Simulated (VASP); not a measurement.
## YMg2O2: single point with PBE

The system is YMg2O2.

```
Y Mg O
1.0
     3.94280    0.00000    0.00000
     0.00000    3.94280    0.00000
     0.00000    0.00000    5.34830
Y Mg O
1 2 2
Direct
  0.00000 0.00000 0.00000
  0.00000 0.50000 0.50000
  0.50000 0.00000 0.50000
  0.50000 0.50000 0.24000
  0.50000 0.50000 0.76000
```

```json
{
  "Program": "VASP 6.6.1",
  "Task": "single point",
  "Functional": "PBE",
  "Potentials or basis": "VASP PAW PBE potentials, release 64 (Y_sv, Mg, O)",
  "Cutoff": "520 eV",
  "k mesh": "4 × 4 × 4",
  "Occupations": "gaussian, width 0.1 eV",
  "Spin": "no spin polarisation"
}
```

| Item | Value |
| --- | --- |
| Pressure | -10.5 GPa |
| Largest force | 1.056 eV/Å |

Forces on the atoms (eV/Å):
```
Y    0.000  0.000  0.000
Mg   0.000  0.000  0.000
Mg   0.000  0.000  0.000
O    0.000  0.000  1.056
O    0.000  0.000 -1.056
```

Stress tensor (GPa, compression positive):
```
-18.53   0.00   0.00
  0.00 -18.53   0.00
  0.00   0.00   5.48
```

Levels at points of the mesh, in eV from the Fermi level:
```csv
k point,band 9,band 10,band 11,band 12,band 13,band 14,band 15,band 16,band 17,band 18
"(0.00, 0.00, 0.00)",-4.31,-4.08,-3.62,-3.62,-1.55,-0.95,0.56,1.29,2.02,2.02
"(0.50, 0.00, 0.00)",-4.43,-4.20,-3.36,-2.05,-1.54,-0.08,-0.06,0.76,1.40,2.57
"(0.50, 0.50, 0.00)",-5.14,-4.47,-4.47,-3.02,-1.51,1.54,1.65,1.65,2.48,2.48
"(0.00, 0.00, 0.50)",-4.17,-3.91,-3.83,-3.83,-2.05,-1.47,-0.79,1.16,1.78,1.78
"(0.50, 0.00, 0.50)",-4.04,-3.92,-3.84,-3.43,-1.02,-0.74,0.29,0.86,1.01,2.13
"(0.50, 0.50, 0.50)",-4.60,-4.60,-3.61,-3.56,-1.80,0.02,1.31,1.31,2.02,3.06
```

It took 16 s on 1 thread of Intel(R) Xeon(R) 6975P-C (Granite Rapids), with other jobs on the host, peak memory 0.2 GiB.

Caveat: the k points lie up to 0.40 Å⁻¹ apart; an odd number of electrons without spin polarisation forces a metal; a magnetic or distorted state may lie lower.
